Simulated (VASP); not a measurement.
# TiAl (P4/mmm) in VASP: notebook, part 2 of 2

VASP 6.6.1.

### Step 5. Single point, LDA (16.62 Å³/atom)

This run uses another cell than the first one, of 16.62 Å³/atom.

File INCAR:

```
SYSTEM = TiAl
PREC = Accurate ; ENCUT = 520
EDIFF = 1E-6 ; ISMEAR = 0
SIGMA = 0.15 ; LREAL = .False.
LASPH = .True. ; NELM = 80
ALGO = Fast ; ISIF = 2
LWAVE = .False. ; LCHARG = .True.
LELF = .True. ; LVHAR = .True.
NBANDS = 14
```

File KPOINTS:

```
Automatic mesh
0
Gamma
  16 16 16
  0 0 0
```

File POSCAR:

```
TiAl
1.0
    3.2752601160      0.0000000000      0.0000000000
    0.0000000000      3.2752601160      0.0000000000
    0.0000000000      0.0000000000      3.0980685438
Ti Al
1 1
Direct
    0.0000000000      0.0000000000      0.0000000000
    0.5000000000      0.5000000000      0.5000000000
```

Potentials or basis: VASP PAW LDA potentials, release 64 (Ti_sv, Al).

On the command line:

```bash
> cat potpaw_LDA.64/Ti_sv/POTCAR potpaw_LDA.64/Al/POTCAR > POTCAR
> mpirun -np 1 vasp_std > vasp.out
```

OUTCAR:

```text
SYSTEM = TiAl
   PREC = Accurate
   ENCUT = 520
   EDIFF = 1E-6
   ISMEAR = 0
   LREAL = .False.
   LASPH = .True.
   NELM = 80
   ISIF = 2

 ion  position               nearest neighbor table
   1  0.000  0.000  0.000-   2 2.79   2 2.79   2 2.79   2 2.79   2 2.79   2 2.79   2 2.79   2 2.79

   2  0.500  0.500  0.500-   1 2.79   1 2.79   1 2.79   1 2.79   1 2.79   1 2.79   1 2.79   1 2.79

  LATTYP: Found a simple tetragonal cell.
 ALAT       =     3.2752601160
 C/A-ratio  =     0.9459000000

  Lattice vectors:

 A1 = (   3.2752601160,   0.0000000000,   0.0000000000)
 A2 = (   0.0000000000,   3.2752601160,   0.0000000000)
 A3 = (   0.0000000000,   0.0000000000,   3.0980685438)

Analysis of symmetry for initial positions (statically):
=====================================================================
 Subroutine PRICEL returns:
 Original cell was already a primitive cell.

 Routine SETGRP: Setting up the symmetry group for a
 simple tetragonal supercell.

 Subroutine GETGRP returns: Found 16 space group operations
 (whereof 16 operations were pure point group operations)
 out of a pool of 16 trial point group operations.

The static configuration has the point symmetry D_4h.

[... 168 lines left out ...]
 k-point     1 :       0.0000    0.0000    0.0000
  band No.  band energies     occupation
      1     -48.0835      2.00000
      2     -24.6944      2.00000
      3     -24.6944      2.00000
      4     -24.6171      2.00000
      5      -0.8772      2.00000
      6       6.7690      2.00000
      7       6.8838      2.00000
      8       9.6749      0.00000
      9       9.9503      0.00000
     10       9.9503      0.00000
     11      11.9504      0.00000
     12      11.9504      0.00000
     13      13.4543      0.00000
     14      16.7516      0.00000
[... 377 lines left out ...]
      1     -48.0712      2.00000
      2     -24.8237      2.00000
      3     -24.7012      2.00000
      4     -24.6049      2.00000
      5       2.1854      2.00000
      6       3.3530      2.00000
      7       7.6594      2.00000
      8       7.7562      1.99977
      9       8.7306      0.00000
     10       9.9363      0.00000
     11      10.8146      0.00000
     12      14.2429      0.00000
     13      15.6134      0.00000
     14      17.1078      0.00000

 [... further k-points ...]
[... 5 lines left out ...]
  --------------------------------------------------------------------------------------
  -------------------------------------------------------------------------------------
  Total       -1.6824370     -1.6824370     -2.1144945      0.0000000     -0.0000000      0.0000000
  in kB      -81.1085762    -81.1085762   -101.9376283      0.0000000     -0.0000000      0.0000000
  external PRESSURE =     -88.0515936 kB  Pullay stress =       0.0000000 kB

 VOLUME and BASIS-vectors are now :
 -----------------------------------------------------------------------------
  energy-cutoff  :      520.00
  volume of cell :       33.23
      direct lattice vectors                 reciprocal lattice vectors
     3.275260116  0.000000000  0.000000000     0.305319262  0.000000000  0.000000000
     0.000000000  3.275260116  0.000000000     0.000000000  0.305319262  0.000000000
     0.000000000  0.000000000  3.098068544     0.000000000  0.000000000  0.322781754

 POSITION                                       TOTAL-FORCE (eV/Angst)
 -----------------------------------------------------------------------------------
      0.00000      0.00000      0.00000         0.000000      0.000000      0.000000
      1.63763      1.63763      1.54903         0.000000      0.000000      0.000000
 -----------------------------------------------------------------------------------
    total drift:                                0.000000      0.000000      0.000000

  FREE ENERGIE OF THE ION-ELECTRON SYSTEM (eV)
  ---------------------------------------------------
  free  energy   TOTEN  =       -13.2414341338 eV

  energy  without entropy=      -13.2090669099  energy(sigma->0) =      -13.22525052
```

stdout:

```text
POSCAR found type information on POSCAR TiAl
 POSCAR found :  2 types and       2 ions
 scaLAPACK will be used
 LDA part: xc-table for (Slater(with rela. corr.)+CA(PZ))
 , standard interpolation
 POSCAR, INCAR and KPOINTS ok, starting setup
 FFT: planning ... GRIDC
 FFT: planning ... GRID_SOFT
 FFT: planning ... GRID
 WAVECAR not read
 entering main loop
WARNING in EDDRMM: call to ZHEGV failed, returncode =   8  4     12
WARNING in EDDRMM: call to ZHEGV failed, returncode =   6  3     12
WARNING in EDDRMM: call to ZHEGV failed, returncode =   6  3     11
WARNING in EDDRMM: call to ZHEGV failed, returncode =   6  3      8
WARNING in EDDRMM: call to ZHEGV failed, returncode =   6  3      5
WARNING in EDDRMM: call to ZHEGV failed, returncode =   6  3     11
```

It took 78 s on 1 thread of Intel Xeon 6975P-C (Granite Rapids), shared host; peak memory 0.29 GiB.

Results:

```yaml
Free_energy: -13.2414 eV
Pressure: -8.8 GPa
Band_gap_on_the_k_mesh: zero (an odd number of electrons rules out a gap without spin polarisation)
```

Levels at points of the mesh, in eV from the Fermi level:
| k point | band 6 | band 7 | band 8 | band 9 | band 10 | band 11 |
| --- | --- | --- | --- | --- | --- | --- |
| (0.00, 0.00, 0.00) | -1.38 | -1.26 | 1.53 | 1.80 | 1.80 | 3.80 |
| (0.50, 0.00, 0.00) | -5.04 | -0.54 | -0.09 | 0.53 | 1.97 | 2.68 |
| (0.50, 0.50, 0.00) | -2.15 | -2.15 | -1.47 | 0.95 | 0.95 | 2.48 |
| (0.00, 0.00, 0.50) | -4.90 | -0.39 | -0.05 | -0.05 | 1.79 | 3.27 |
| (0.50, 0.00, 0.50) | -2.03 | -1.72 | -1.32 | 0.48 | 0.61 | 2.68 |
| (0.50, 0.50, 0.50) | -2.93 | -2.93 | 0.42 | 2.57 | 2.82 | 2.87 |

Caveat: the cell stands under tension.

### Step 6. Single point, LDA (14.33 Å³/atom)

This run uses another cell than the first one, of 14.33 Å³/atom.

File INCAR:

```
SYSTEM = TiAl
ALGO = Fast
EDIFF = 1E-6
ENCUT = 520
GGA = CA
ISIF = 2
ISMEAR = 0
LASPH = .TRUE.
LCHARG = .FALSE.
LREAL = .FALSE.
LWAVE = .FALSE.
NBANDS = 14
NELM = 100
PREC = Accurate
SIGMA = 0.15
```

File KPOINTS:

```
k-points
0
G
  16 16 16
  0 0 0
```

File POSCAR:

```
TiAl
1.0
    3.1176002102      0.0000000000      0.0000000000
    0.0000000000      3.1176002102      0.0000000000
    0.0000000000      0.0000000000      2.9489380388
Ti Al
1 1
Direct
    0.0000000000      0.0000000000      0.0000000000
    0.5000000000      0.5000000000      0.5000000000
```

Potentials or basis: VASP PAW LDA potentials, release 64 (Ti_sv, Al).

On the command line:

```bash
> cat potpaw_LDA.64/Ti_sv/POTCAR potpaw_LDA.64/Al/POTCAR > POTCAR
> mpirun -np 1 vasp_std > vasp.out
```

It took 2.4 min on 1 thread of Intel Xeon 6975P-C (Granite Rapids), shared host; peak memory 0.27 GiB.

The run converged. Its results:

| Item | Value |
| --- | --- |
| Free energy | -13.2667 eV |
| Pressure | 9.1 GPa |
| Band gap on the k mesh | zero (an odd number of electrons rules out a gap without spin polarisation) |

Stress tensor (GPa, compression positive):
```
9.68 0.00 0.00
0.00 9.68 0.00
0.00 0.00 8.08
```

Levels at points of the mesh, in eV from the Fermi level:
| k point | band 4 | band 5 | band 6 | band 7 | band 8 | band 9 | band 10 | band 11 | band 12 | band 13 |
| --- | --- | --- | --- | --- | --- | --- | --- | --- | --- | --- |
| (0.00, 0.00, 0.00) | -32.44 | -9.67 | -1.76 | -1.61 | 1.84 | 2.17 | 2.17 | 4.50 | 4.50 | 6.16 |
| (0.50, 0.00, 0.00) | -32.42 | -6.26 | -5.47 | -0.71 | -0.09 | 0.63 | 2.38 | 3.29 | 6.71 | 9.56 |
| (0.50, 0.50, 0.00) | -32.40 | -5.54 | -2.19 | -2.19 | -1.64 | 1.09 | 1.09 | 3.03 | 5.08 | 5.60 |
| (0.00, 0.00, 0.50) | -32.50 | -5.67 | -5.34 | -0.54 | -0.06 | -0.06 | 2.17 | 4.01 | 6.72 | 9.61 |
| (0.50, 0.00, 0.50) | -32.48 | -5.18 | -2.07 | -1.70 | -1.51 | 0.51 | 0.67 | 3.26 | 5.75 | 5.77 |
| (0.50, 0.50, 0.50) | -32.69 | -3.42 | -3.42 | -3.40 | 1.31 | 3.14 | 3.28 | 3.28 | 3.44 | 3.60 |

Caveat: the cell stands under pressure.

### Step 7. Summary

| cell | further INCAR settings | gap on the mesh (eV) | pressure (GPa) |
| --- | --- | --- | --- |
| a = 3.150, b = 3.150, c = 2.980 Å, 2 atoms | ALGO = Fast; EDIFF = 1e-07; NBANDS = 14 | none | 4.4 |
| a = 3.036, b = 3.036, c = 3.209 Å, 2 atoms | ALGO = Fast; EDIFF = 1e-07; NBANDS = 14 | none | 4.3 |
| a = 3.156, b = 3.156, c = 3.337 Å, 2 atoms | ALGO = Fast; EDIFF = 1e-06; NBANDS = 14 | none | -8.9 |
| a = 3.275, b = 3.275, c = 3.098 Å, 2 atoms | ALGO = Fast; EDIFF = 1e-06; NBANDS = 14 | none | -8.8 |
| a = 3.118, b = 3.118, c = 2.949 Å, 2 atoms | ALGO = Fast; EDIFF = 1e-06; NBANDS = 14 | none | 9.1 |

Alike in all rows: task single point; level LDA; potentials or basis VASP PAW LDA potentials, release 64 (Ti_sv, Al); no spin polarisation; k mesh 16 × 16 × 16; cutoff (eV) 520; smearing gaussian 0.15 eV.

Caveats: the cell stands under pressure (at least some runs); the cell stands under tension (at least some runs).

Total energies depend on the potentials used, so only differences within one code and one set of settings carry meaning.
